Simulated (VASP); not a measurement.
A run of VASP 6.6.1:

The input INCAR:

```
SYSTEM = Ir
ALGO     = Normal         ! electronic algorithm
DIPOL    = 0.5 0.5 0.500
EDIFF    = 1E-6           ! SCF threshold, eV
ENCUT    = 520            ! plane-wave cutoff, eV
GGA      = PS             ! functional
IDIPOL   = 3            
ISIF     = 2              ! what is computed and relaxed
ISMEAR   = -1             ! smearing method
LASPH    = .TRUE.         ! aspherical terms in the spheres
LCHARG   = .FALSE.        ! write CHGCAR
LDIPOL   = .TRUE.       
LREAL    = .FALSE.        ! projectors in reciprocal space
LWAVE    = .FALSE.        ! write WAVECAR
NBANDS   = 36             ! bands
NELM     = 100            ! most SCF steps
PREC     = Accurate       ! precision mode
SIGMA    = 0.08           ! smearing width, eV
```

Contents of KPOINTS:

```
k-points
0
G
  14 14 1
  0 0 0
```

File POSCAR:

```
Ir
1.0
    2.7091695293      0.0000000000      0.0000000000
   -1.3545847646      2.3462096355      0.0000000000
    0.0000000000      0.0000000000     27.0601000000
Ir
6
Direct
    0.1666666667      0.3333333333      0.2975314506
    0.5000000000      1.0000000000      0.3775878029
    0.8333333333      0.6666666667      0.4590008068
    0.1666666667      0.3333333333      0.5409991932
    0.5000000000      1.0000000000      0.6224121964
    0.8333333333      0.6666666667      0.7024685495
```

Potentials or basis: VASP PAW PBE potentials, release 64 (Ir).

Run with:

```sh
$ cat potpaw_PBE.64/Ir/POTCAR > POTCAR
$ mpirun -np 1 vasp_std > vasp.out
```

Hardware: 1 thread of Intel Xeon 8259CL, with other jobs on the host.

Question: Estimate the wall time of this run.

Answer: Run time: 7.9 min on 1 thread of Intel Xeon 8259CL (shared host), peak memory 0.33 GiB. Counts: scf iterations 27, k points 24.
